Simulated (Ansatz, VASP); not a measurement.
**One calculation of AlGaN2, two programs**

```xyz
4
Lattice="3.1385 0.0000 0.0000 0.0000 3.1385 0.0000 0.0000 0.0000 4.2455" Properties=species:S:1:pos:R:3 pbc="T T T"
Al    1.5693    1.5693    2.1227
Ga    0.0000    0.0000    0.0000
N     1.5693    0.0000    3.1346
N     0.0000    1.5693    1.1108
```

Change from the starting cell: strain along c alone, the other axes held, atoms relaxed: -4.0 %.

Alike in both runs: functional r2SCAN; k mesh 8 × 8 × 6; occupations gaussian, width 0.02 eV; no spin polarisation.

Ansatz relaxed the structure, and its values are those at the end. VASP's run is a single point on that final structure, the one shown.

|  | VASP | Ansatz |
| --- | --- | --- |
| version | VASP 6.6.1 | Ansatz 0.2.0 |
| potentials or method | VASP PAW PBE potentials, release 64 (Al, Ga_d, N), cutoff 520 eV | scalar-relativistic, plane waves, PAW |
| valence electrons in the cell | 26 | 26 |

```csv
,VASP,Ansatz,Ansatz less VASP
gap on the k mesh at the Fermi level (eV),3.74,3.73,-0.008
least direct gap on the mesh (eV),3.74,3.73,-0.008
pressure (GPa),9.2,8.8,-0.42
rms of the force components (eV/Å),0.038,0.000,-0.0379
```

VASP's potentials were made for PBE, not for r2SCAN. Ansatz's warnings: stress scf threshold loose.
